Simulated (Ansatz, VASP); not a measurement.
InP in VASP and in Ansatz

```
In P
1.0
     0.00000    2.98798    2.98798
     2.98798    0.00000    2.98798
     2.98798    2.98798    0.00000
In P
1 1
Direct
  0.00000 0.00000 0.00000
  0.75000 0.75000 0.75000
```

Alike in both runs: task single point; functional LDA; k mesh 8 × 8 × 8; occupations fermi-dirac, width 0.05 eV; no spin polarisation.

```csv
,VASP,Ansatz
version,VASP 6.6.1,Ansatz 0.2.0
potentials or method,"VASP PAW LDA potentials, release 64 (In_d, P)",Ansatz PAW
plane-wave cutoff (eV),520,420
valence electrons in the cell,18,18
```

Ansatz gave:

* gap on the k mesh at the Fermi level (eV): 0.17
* least direct gap on the mesh (eV): 0.17
* pressure (GPa): -4.5

Question: Estimate VASP's values.

Answer: gap on the k mesh at the Fermi level (eV): 0.19; least direct gap on the mesh (eV): 0.19; pressure (GPa): -4.5.

LDA's correlation is that of Perdew and Zunger in VASP and of Perdew and Wang (1992) in Ansatz.
